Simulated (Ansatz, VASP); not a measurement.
## One calculation of Te4W, two programs

```
Te W
1.0
     4.64307   -4.69071    0.00000
     4.64307    4.69071    0.00000
     0.00000    0.00000    3.40354
Te W
4 1
Direct
  0.78872 0.78872 0.50000
  0.72633 0.27367 0.00000
  0.27367 0.72633 0.00000
  0.21128 0.21128 0.50000
  0.50000 0.50000 0.50000
```

Change from the starting cell: species swapped into the FeCl4 type (Cmmm, No. 65).

Alike in both runs: functional PBE; k mesh 4 × 4 × 6; occupations gaussian, width 0.1 eV; no spin polarisation.

Ansatz relaxed the structure, and its values are those at the end. VASP's run is a single point on that final structure, the one shown.

|  | VASP | Ansatz |
| --- | --- | --- |
| version | VASP 6.6.1 | Ansatz 0.2.0 |
| potentials or method | VASP PAW PBE potentials, release 64 (Te, W_sv), cutoff 520 eV | scalar-relativistic, plane waves, PAW |
| valence electrons in the cell | 38 | 78 |

```csv
,VASP,Ansatz,Ansatz less VASP
gap on the k mesh at the Fermi level (eV),none,none,-
pressure (GPa),0.0,0.0,+0.03
rms of the force components (eV/Å),0.014,0.013,-0.0013
```

A gap of «none» marks a metal or a gap that the smearing closes. The functional is the same, so the differences come from potentials, cutoffs and numerics. VASP's potentials hold 38 valence electrons a cell and Ansatz's 78, so a difference there can come from the potentials and not from the codes.

Neither program's run includes spin-orbit coupling.
